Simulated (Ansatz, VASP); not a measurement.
Two plane-wave programs on Yb

POSCAR

```
Yb
1.0
    3.5458978789      0.0000000000      0.0000000000
    0.0000000000      3.5458978789      0.0000000000
    0.0000000000      0.0000000000      3.5458978789
Yb
1
Direct
    0.0000000000      0.0000000000      0.0000000000
```

Contents of INCAR.step1:

```
PREC = Accurate
ENCUT = 600
ISMEAR = -1
SIGMA = 0.1
LREAL = False
LASPH = True
NELM = 60
GGA = PE
ALGO = Normal
EDIFF = 1E-4
LWAVE = True
LCHARG = False
```

The input INCAR.step2:

```
PREC = Accurate
ENCUT = 600
EDIFF = 1E-7
ISMEAR = -1
SIGMA = 0.1
LREAL = False
LASPH = True
NELM = 60
ALGO = Normal
ISIF = 3
LWAVE = False
LCHARG = False
METAGGA = R2SCAN
LMIXTAU = True
IBRION = 2
NSW = 80
EDIFFG = -0.01
ISTART = 1
```

File KPOINTS:

```
Automatic mesh
0
Gamma
  9 9 9
```

Input for Ansatz:

```yaml
crystal:
  lattice:
    - [3.5458978789, 0.0, 0.0]
    - [0.0, 3.5458978789, 0.0]
    - [0.0, 0.0, 3.5458978789]
  atoms:
    - { symbol: Yb, position: [0.0, 0.0, 0.0] }
hamiltonian:
  xc: r2scan
  pseudopotentials:
    kind: paw
    azcp:
      Yb: "pseudopotentials/Yb.paw.azcp"
basis:
  ecutwfc: 500
  fft_grid_basis: typed
kpoints:
  mp_grid: { grid: [9, 9, 9], shift: [0, 0, 0] }
magnetization:
  spin_polarized: false
scf:
  occupations: { method: fermi_dirac, width: 0.1 }
relax:
  max_steps: 60
  f_tol: 0.01
  cell: {}
```

Alike in both runs: task relaxation of cell and atoms; functional r2SCAN; k mesh 9 × 9 × 9; occupations fermi-dirac, width 0.1 eV; no spin polarisation.

|  | VASP | Ansatz |
| --- | --- | --- |
| version | VASP 6.6.1 | Ansatz 0.2.0 |
| potentials or method | VASP PAW PBE potentials, release 64 (Yb), cutoff 600 eV | plane waves (500 eV) with PAW, scalar-relativistic |
| valence electrons in the cell | 24 | 24 |

```tsv
	VASP	Ansatz	Ansatz less VASP
relaxed volume (Å³/atom)	35.02	35.69	+0.670
relaxed length of the cell vector where the two differ most in proportion (Å)	3.272	3.292	+0.0207
```

VASP's potentials were made for PBE, not for r2SCAN.

Neither program's run includes spin-orbit coupling. Noted on VASP's run: the volume moved by over 15 % at a fixed basis, so the end points are rough.
